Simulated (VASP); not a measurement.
Set up this calculation in VASP 6.6.1, as the native input.

| Property | Result |
| --- | --- |
| Task | single point |
| Functional | PBE |
| Potentials or basis | VASP PAW PBE potentials, release 64 (Al, N) |
| Cutoff | 600 eV |
| k mesh | 10 × 10 × 10 |
| Occupations | gaussian, width 0.01 eV |
| Spin | no spin polarisation |
| Dipole correction | no |
| Further INCAR settings | ALGO = Normal; EDIFF = 1e-06; NBANDS = 11 |

The structure of AlN lies in POSCAR:

```
AlN
1.0
    0.0000000000      2.1609892195      2.1609892195
    2.1609892195      0.0000000000      2.1609892195
    2.1609892195      2.1609892195      0.0000000000
Al N
1 1
Direct
    0.0000000000      0.0000000000      0.0000000000
    0.7500000000      0.7500000000      0.7500000000
```

The input as run:

INCAR

```
  PREC = Accurate
  ENCUT = 600
  EDIFF = 1E-6
  ISMEAR = 0
  SIGMA = 0.01
  LREAL = False
  LASPH = True
  NELM = 120
  ALGO = Normal
  ISIF = 2
  LWAVE = False
  LCHARG = False
  GGA = PE
  NBANDS = 11
  GGA_COMPAT = False
```

KPOINTS

```
regular mesh
0
Gamma
  10 10 10
```

Potentials or basis: VASP PAW PBE potentials, release 64 (Al, N).

Run with:

```sh
$ cat potpaw_PBE.64/Al/POTCAR potpaw_PBE.64/N/POTCAR > POTCAR
$ mpirun -np 1 vasp_std > vasp.out
```

Results of the run:

| Quantity | Value |
| --- | --- |
| Pressure | 11.6 GPa |
| Band gap on the k mesh | 3.33 eV, indirect (least direct gap 4.48 eV) |

Run time: 3.7 s on 1 thread of Intel(R) Xeon(R) 6975P-C (Granite Rapids), with other jobs on the host, peak memory 0.13 GiB.
